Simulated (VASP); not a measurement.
# KBe2Br (Cmmm) in VASP: further runs

The runs below take KBe2Br through single point, relaxation of cell and atoms, with PBE.

Program: VASP 6.6.1. These are calculated values, not measurements. Logs are shortened: lines on timing, memory, paths and dates and some standing lists are left out, and cuts for length are marked.

### 1 The cell of the first run

The structure is orthorhombic, space group Cmmm (No. 65). Conventional cell: a = 4.373 Å, b = 13.289 Å, c = 4.589 Å, α = 90.00°, β = 90.00°, γ = 90.00°. K (site symmetry mmm) has 4 Br at 3.17 Å and 4 Be at 3.50 Å within 4.2 Å. Be (site symmetry 2/m) has 2 Be at 2.19 Å within 2.9 Å. Within 4.2 Å of Br (site symmetry mmm) lie 4 K at 3.17 Å and 8 Be at 4.18 Å.

### 2 Single point, PBE

The input, INCAR:

```
SYSTEM = KBe2Br
PREC = Accurate
ENCUT = 520
EDIFF = 1E-6
ISMEAR = 0
SIGMA = 0.1
LREAL = .FALSE.
LASPH = .TRUE.
NELM = 100
ALGO = Normal
ISIF = 2
LWAVE = .FALSE.
LCHARG = .FALSE.
GGA = PE
NBANDS = 18
```

The input, KPOINTS:

```
Automatic mesh
0
G
  12 12 10
  0 0 0
```

The input, POSCAR:

```
KBe2Br
1.0
    2.1866253257     -6.6446768194      0.0000000000
    2.1866253257      6.6446768194      0.0000000000
    0.0000000000      0.0000000000      4.5888265767
K Be Br
1 2 1
Direct
    0.0000000000      0.0000000000      0.0000000000
    0.0000000000      0.5000000000      0.0000000000
    0.5000000000      0.0000000000      0.0000000000
    0.5000000000      0.5000000000      0.5000000000
```

Potentials or basis: VASP PAW PBE potentials, release 64 (K_sv, Be, Br).

Run with:

```bash
> cat potpaw_PBE.64/K_sv/POTCAR potpaw_PBE.64/Be/POTCAR potpaw_PBE.64/Br/POTCAR > POTCAR
> mpirun -np 1 vasp_std > vasp.out
```

OUTCAR:

```text
SYSTEM = KBe2Br
   PREC = Accurate
   ENCUT = 520
   EDIFF = 1E-6
   ISMEAR = 0
   LREAL = .FALSE.
   LASPH = .TRUE.
   NELM = 100
   ISIF = 2
   GGA = PE

 ion  position               nearest neighbor table
   1  0.000  0.000  0.000-   4 3.17   4 3.17   4 3.17   4 3.17
   2  0.000  0.500  0.000-   3 2.19   3 2.19
   3  0.500  0.000  0.000-   2 2.19   2 2.19
   4  0.500  0.500  0.500-   1 3.17   1 3.17   1 3.17   1 3.17

  LATTYP: Found a base centered orthorhombic cell.
 ALAT       =     4.3732506514
 B/A-ratio  =     3.0387816062
 C/A-ratio  =     1.0492942076

  Lattice vectors:

 A1 = (   2.1866253257,  -6.6446768194,   0.0000000000)
 A2 = (   2.1866253257,   6.6446768194,   0.0000000000)
 A3 = (   0.0000000000,   0.0000000000,   4.5888265767)

Analysis of symmetry for initial positions (statically):
=====================================================================
 Subroutine PRICEL returns:
 Original cell was already a primitive cell.

 Routine SETGRP: Setting up the symmetry group for a
 base centered orthorhombic supercell.

 Subroutine GETGRP returns: Found  8 space group operations
 (whereof  8 operations were pure point group operations)
 out of a pool of  8 trial point group operations.

The static configuration has the point symmetry D_2h.

Analysis of symmetry for dynamics (positions and initial velocities):
=====================================================================
 Subroutine PRICEL returns:
 Original cell was already a primitive cell.

 Routine SETGRP: Setting up the symmetry group for a
 base centered orthorhombic supercell.

 Subroutine GETGRP returns: Found  8 space group operations
 (whereof  8 operations were pure point group operations)
 out of a pool of  8 trial point group operations.

The dynamic configuration has the point symmetry D_2h.

 Subroutine INISYM returns: Found  8 space group operations
 (whereof  8 operations are pure point group operations),
 and found     1 'primitive' translations

----------------------------------------------------------------------------------------

                                     Primitive cell

  volume of cell :     133.3460

  direct lattice vectors                    reciprocal lattice vectors
     2.186625326 -6.644676819  0.000000000     0.228662860 -0.075248204  0.000000000
     2.186625326  6.644676819  0.000000000     0.228662860  0.075248204  0.000000000
     0.000000000  0.000000000  4.588826577     0.000000000  0.000000000  0.217920635

  length of vectors
     6.995216962  6.995216962  4.588826577     0.240725976  0.240725976  0.217920635

  position of ions in fractional coordinates (direct lattice)
     0.000000000  0.000000000  0.000000000
     1.000000000  0.500000000  0.000000000
     0.500000000  1.000000000  0.000000000
     0.500000000  0.500000000  0.500000000

  ion indices of the primitive-cell ions
   primitive index   ion index
                 1           1
                 2           2
                 3           3
                 4           4

----------------------------------------------------------------------------------------

 KPOINTS: Automatic mesh

Automatic generation of k-mesh.
 Grid dimensions read from file:
 generate k-points for:   12   12   10

 Generating k-lattice:

  Cartesian coordinates                     Fractional coordinates (reciprocal lattice)
     0.019055238 -0.006270684  0.000000000     0.083333333 -0.000000000  0.000000000
     0.019055238  0.006270684  0.000000000    -0.000000000  0.083333333  0.000000000
     0.000000000  0.000000000  0.021792063     0.000000000  0.000000000  0.100000000

  Length of vectors
     0.020060498  0.020060498  0.021792063

  Shift w.r.t. Gamma in fractional coordinates (k-lattice)
     0.000000000  0.000000000  0.000000000

 Subroutine IBZKPT returns following result:
 ===========================================

 Found    258 irreducible k-points:

 Following reciprocal coordinates:
            Coordinates               Weight
  0.000000  0.000000  0.000000      1.000000
  0.083333  0.000000  0.000000      4.000000
  0.166667  0.000000  0.000000      4.000000
  0.250000  0.000000  0.000000      4.000000
  0.333333  0.000000  0.000000      4.000000
  0.416667  0.000000  0.000000      4.000000
[... 16 lines left out ...]
  0.500000  0.166667  0.000000      4.000000
 -0.416667  0.166667  0.000000      4.000000
 [... further k-points ...]
   k-points           NKPTS =    258   k-points in BZ     NKDIM =    258   number of bands    NBANDS=     18
   number of dos      NEDOS =    301   number of ions     NIONS =      4
   total plane-waves  NPLWV = 104976
   dimension x,y,z NGX =    54 NGY =   54 NGZ =   36
   dimension x,y,z NGXF=   108 NGYF=  108 NGZF=   72
   ions per type =               1   2   1
   NGX,Y,Z   is equivalent  to a cutoff of  12.83, 12.83, 13.04 a.u.
   NGXF,Y,Z  is equivalent  to a cutoff of  25.67, 25.67, 26.08 a.u.
 SYSTEM =  KBe2Br
   PREC   = accura    normal or accurate (medium, high low for compatibility)
   ISTART =      0    job   : 0-new  1-cont  2-samecut
   ICHARG =      2    charge: 1-file 2-atom 10-const
   ISPIN  =      1    spin polarized calculation?
   LNONCOLLINEAR =      F non collinear calculations
   LSORBIT =      F    spin-orbit coupling
   LASPH  =      T    aspherical Exc in radial PAW
   ENCUT  =  520.0 eV  38.22 Ry    6.18 a.u.  13.01 13.01  8.53*2*pi/ulx,y,z
   NELM   =    100;   NELMIN=  2; NELMDL= -5     # of ELM steps
   EDIFF  = 0.1E-05   stopping-criterion for ELM
   LREAL  =      F    real-space projection
   EDIFFG = 0.1E-04   stopping-criterion for IOM
   NSW    =      0    number of steps for IOM
   IBRION =     -1    ionic relax: 0-MD 1-quasi-New 2-CG
   NFREE  =      0    steps in history (QN), initial steepest desc. (CG)
   ISIF   =      2    stress and relaxation
   ISYM   =      2    0-nonsym 1-usesym 2-fastsym
   POTIM  = 0.5000    time-step for ionic-motion
   TEBEG  =    0.0;   TEEND  =   0.0 temperature during run
   PSTRESS=    0.0 pullay stress
   NELECT =      20.0000    total number of electrons
   NUPDOWN=      -1.0000    fix difference up-down
   EMIN   =  10.00;   EMAX   =-10.00  energy-range for DOS
   EFERMI =   0.00;   METHOD = LEGACY
   ISMEAR =     0;   SIGMA  =   0.10  broadening in eV -4-tet -1-fermi 0-gaus
   EFERMI_NEDOS =   21; number of points for ismear=-14 and -15
   IALGO  =     38    algorithm
   IMIX   =      4    mixing-type and parameters
     AMIX     =   0.40;   BMIX     =  1.00
     AMIX_MAG =   1.60;   BMIX_MAG =  1.00
  volume/ion in A,a.u.               =      33.34       224.97
  Fermi-wavevector in a.u.,A,eV,Ry     =   0.869811  1.643704 10.293775  0.756571
  Thomas-Fermi vector in A             =   1.988687
   LORBIT       =      0    0 simple, 1 ext, 2 COOP (PROOUT), +10 PAW based schemes
   GGA     = PE    functional components
   LHFCALC =     F    Hartree Fock is set to
   AEXX    =    0.0000 exact exchange contribution
   IVDW    =     0    specifies the selected vdW correction
   LEPSILON=     F    determine dielectric tensor
   LRPA    =     F    only Hartree local field effects (RPA)
 non-spin polarized calculation
 Gauss-broadening in eV      SIGMA  =   0.10
  energy-cutoff  :      520.00
  volume of cell :      133.35
 maximum number of plane-waves:      3618
 NGX is ok and might be reduce to    54
   NGX = 25   NGY = 25   NGZ = 17

 number of electron      20.0000001 magnetization

 Free energy of the ion-electron system (eV)
  ---------------------------------------------------
  ext. energy  EPLUGINS =         0.00000000
  ---------------------------------------------------
  free energy    TOTEN  =        -8.84611859 eV

  energy without entropy =       -8.83914950  energy(sigma->0) =       -8.84263405

 E-fermi :   0.0788     XC(G=0):  -6.7623

 val. band max:        0.0783040399   @ k =  -0.1667   0.1667   0.3000
 cond. band min:       0.0803411809   @ k =   0.5000   0.4167   0.1000
 fundamental gap:      0.0020371410
 Fermi energy:         0.0787724247

 k-point     1 :       0.0000    0.0000    0.0000
  band No.  band energies     occupation
      1     -30.2034      2.00000
      2     -14.5468      2.00000
      3     -13.7877      2.00000
      4     -13.6887      2.00000
      5     -13.6771      2.00000
      6      -3.9637      2.00000
[... 10 lines left out ...]
     17       6.0001      0.00000
     18       6.4362      0.00000

 k-point     2 :       0.0833    0.0000    0.0000
  band No.  band energies     occupation
      1     -30.2031      2.00000
      2     -14.5700      2.00000
      3     -13.7870      2.00000
      4     -13.6754      2.00000
      5     -13.6620      2.00000
      6      -3.9319      2.00000
[... 10 lines left out ...]
     17       6.0522      0.00000
     18       6.2341      0.00000

 k-point     3 :       0.1667    0.0000    0.0000
  band No.  band energies     occupation
      1     -30.2022      2.00000
      2     -14.6276      2.00000
      3     -13.7851      2.00000
      4     -13.6710      2.00000
      5     -13.5948      2.00000
      6      -3.8391      2.00000
[... 10 lines left out ...]
     17       6.1610      0.00000
     18       6.3421      0.00000

 k-point     4 :       0.2500    0.0000    0.0000
  band No.  band energies     occupation
      1     -30.2011      2.00000
      2     -14.6965      2.00000
      3     -13.7824      2.00000
      4     -13.6649      2.00000
      5     -13.5124      2.00000
      6      -3.6959      2.00000
[... 375 lines left out ...]
      4     -13.6543      2.00000
      5     -13.3859      2.00000
      6      -3.4242      2.00000
[... 10 lines left out ...]
     17       6.5496      0.00000
     18       7.0454      0.00000

 k-point    23 :       0.5000    0.1667    0.0000
  band No.  band energies     occupation
      1     -30.1999      2.00000
      2     -14.7574      2.00000
      3     -13.7801      2.00000
      4     -13.6587      2.00000
      5     -13.4374      2.00000
      6      -3.5981      2.00000
[... 10 lines left out ...]
     17       6.2092      0.00000
     18       6.8839      0.00000

 k-point    24 :      -0.4167    0.1667    0.0000
  band No.  band energies     occupation
      1     -30.2011      2.00000
      2     -14.6963      2.00000
      3     -13.7828      2.00000
      4     -13.6649      2.00000
      5     -13.5124      2.00000
      6      -3.7917      2.00000
[... 10 lines left out ...]
     17       5.6396      0.00000
     18       6.4913      0.00000

 [... further k-points ...]
[... 5 lines left out ...]
  --------------------------------------------------------------------------------------
  -------------------------------------------------------------------------------------
  Total       -0.0012302      0.0196157      0.0273931      0.0000000      0.0000000      0.0000000
  in kB       -0.0147807      0.2356861      0.3291336      0.0000000      0.0000000      0.0000000
  external PRESSURE =       0.1833463 kB  Pullay stress =       0.0000000 kB

 VOLUME and BASIS-vectors are now :
 -----------------------------------------------------------------------------
  energy-cutoff  :      520.00
  volume of cell :      133.35
      direct lattice vectors                 reciprocal lattice vectors
     2.186625326 -6.644676819  0.000000000     0.228662860 -0.075248204  0.000000000
     2.186625326  6.644676819  0.000000000     0.228662860  0.075248204  0.000000000
     0.000000000  0.000000000  4.588826577     0.000000000  0.000000000  0.217920635

 POSITION                                       TOTAL-FORCE (eV/Angst)
 -----------------------------------------------------------------------------------
      0.00000      0.00000      0.00000         0.000000     -0.000000      0.000000
      1.09331      3.32234      0.00000         0.000000     -0.000000      0.000000
      1.09331     -3.32234      0.00000         0.000000     -0.000000      0.000000
      2.18663      0.00000      2.29441         0.000000      0.000000      0.000000
 -----------------------------------------------------------------------------------
    total drift:                                0.000000      0.000000      0.000000

  FREE ENERGIE OF THE ION-ELECTRON SYSTEM (eV)
  ---------------------------------------------------
  free  energy   TOTEN  =        -8.8461185936 eV

  energy  without entropy=       -8.8391495042  energy(sigma->0) =       -8.84263405
```

It took 13 min on 1 thread of Intel Xeon Platinum 8259CL at 2.50GHz (Skylake/Cascade Lake), shared host; peak memory 0.81 GiB.

What came out:

```yaml
Free_energy: -8.8461 eV
Pressure: 0.0 GPa
Band_gap_on_the_k_mesh: zero (band 10 reaches 0.11 eV, above the bottom of band 11 at -0.00 eV)
```

Levels at points of the mesh, in eV from the Fermi level:
| k point | band 7 | band 8 | band 9 | band 10 | band 11 | band 12 | band 13 | band 14 |
| --- | --- | --- | --- | --- | --- | --- | --- | --- |
| (0.00, 0.00, 0.00) | -2.91 | -2.55 | -2.35 | -0.06 | 0.92 | 1.73 | 3.70 | 3.89 |
| (0.50, 0.00, 0.00) | -3.11 | -2.81 | -2.59 | -2.04 | 1.92 | 2.06 | 3.45 | 3.46 |
| (0.50, 0.50, 0.00) | -2.54 | -2.36 | -2.25 | -0.30 | -0.04 | 1.56 | 4.08 | 4.39 |
| (0.00, 0.00, 0.50) | -2.93 | -2.73 | -2.60 | -0.22 | 0.05 | 0.52 | 4.52 | 5.49 |
| (0.50, 0.00, 0.50) | -2.97 | -2.57 | -2.33 | -2.06 | 1.54 | 1.76 | 1.97 | 2.59 |
| (0.50, 0.50, 0.50) | -3.52 | -2.90 | -2.60 | -0.02 | 0.32 | 0.63 | 4.47 | 4.83 |

### 3 Single point, PBE

The input, INCAR:

```
SYSTEM = KBe2Br
PREC = Accurate
ENCUT = 520
EDIFF = 1E-6
ISMEAR = 0
SIGMA = 0.1
LREAL = .False.
LASPH = .True.
NELM = 100
ALGO = Normal
ISIF = 2
LWAVE = .False.
LCHARG = .False.
GGA = PE
NBANDS = 18
```

The input, KPOINTS:

```
Automatic mesh
0
Gamma
  12 12 10
  0 0 0
```

POSCAR is that of step 2.

Potentials or basis: VASP PAW PBE potentials, release 64 (K_sv, Be, Br).

Run with:

```bash
> cat potpaw_PBE.64/K_sv/POTCAR potpaw_PBE.64/Be/POTCAR potpaw_PBE.64/Br/POTCAR > POTCAR
> mpirun -np 1 vasp_std > vasp.out
```

Wall time 14 min (1 thread of Intel Xeon Platinum 8259CL at 2.50GHz (Skylake/Cascade Lake), shared host); peak memory 0.81 GiB.

Results (log left out):

| Quantity | Value |
| --- | --- |
| Free energy | -8.8461 eV |
| Pressure | 0.0 GPa |
| Band gap on the k mesh | zero (band 10 reaches 0.11 eV, above the bottom of band 11 at -0.00 eV) |

Levels at points of the mesh, in eV from the Fermi level:
```
           k point  band 8  band 9  band 10  band 11  band 12  band 13
(0.00, 0.00, 0.00)   -2.55   -2.35    -0.06     0.92     1.73     3.70
(0.50, 0.00, 0.00)   -2.81   -2.59    -2.04     1.92     2.06     3.45
(0.50, 0.50, 0.00)   -2.36   -2.25    -0.30    -0.04     1.56     4.08
(0.00, 0.00, 0.50)   -2.73   -2.60    -0.22     0.05     0.52     4.52
(0.50, 0.00, 0.50)   -2.57   -2.33    -2.06     1.54     1.76     1.97
(0.50, 0.50, 0.50)   -2.90   -2.60    -0.02     0.32     0.63     4.47
```

[end of part 1 of 2]
